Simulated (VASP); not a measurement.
Write the native input for VASP 6.6.1 that does the following.

```
Task                   : single point
Functional             : PBE
Potentials or basis    : VASP PAW PBE potentials, release 64 (Si, C)
Cutoff                 : 520 eV
k mesh                 : 5 × 5 × 3
Occupations            : gaussian, width 0.01 eV
Spin                   : no spin polarisation
Dipole correction      : no
Further INCAR settings : ALGO = Normal; EDIFF = 1e-06; NBANDS = 16
```

The structure of SiC (Moissanite) lies in POSCAR:

```
SiC
1.0
    3.0760000000      0.0000000000      0.0000000000
   -1.5380000000      2.6638941400      0.0000000000
    0.0000000000      0.0000000000      5.0480000000
Si C
2 2
Direct
    0.3333333333      0.6666666667      0.0000000000
    0.6666666667      0.3333333333      0.5000000000
    0.3333333333      0.6666666667      0.3850000000
    0.6666666667      0.3333333333      0.8950000000
```

The input as run:

INCAR

```
SYSTEM = SiC
  PREC = Accurate
  ENCUT = 520
  EDIFF = 1E-6
  ISMEAR = 0
  SIGMA = 0.01
  LREAL = .False.
  LASPH = .True.
  NELM = 80
  ALGO = Normal
  ISIF = 2
  LWAVE = .False.
  LCHARG = .True.
  GGA = PE
  LELF = .True.
  LVHAR = .True.
  NBANDS = 16
```

KPOINTS

```
Automatic mesh
0
Gamma
  5 5 3
  0 0 0
```

Potentials or basis: VASP PAW PBE potentials, release 64 (Si, C).

Launch:

```console
$ cat potpaw_PBE.64/Si/POTCAR potpaw_PBE.64/C/POTCAR > POTCAR
$ mpirun -np 1 vasp_std > vasp.out
```

Results of the run:

- Pressure: 4.1 GPa
- Largest force: 1.709 eV/Å
- Band gap on the k mesh: 2.65 eV, indirect (least direct gap 4.24 eV)

Caveat: the k points lie up to 0.47 Å⁻¹ apart; forces of over 1 eV/Å act on the atoms, so gaps and moduli don't describe the material at rest.

It took 3.8 s on 1 thread of Intel Xeon 6975P-C (shared host), peak memory 0.15 GiB.
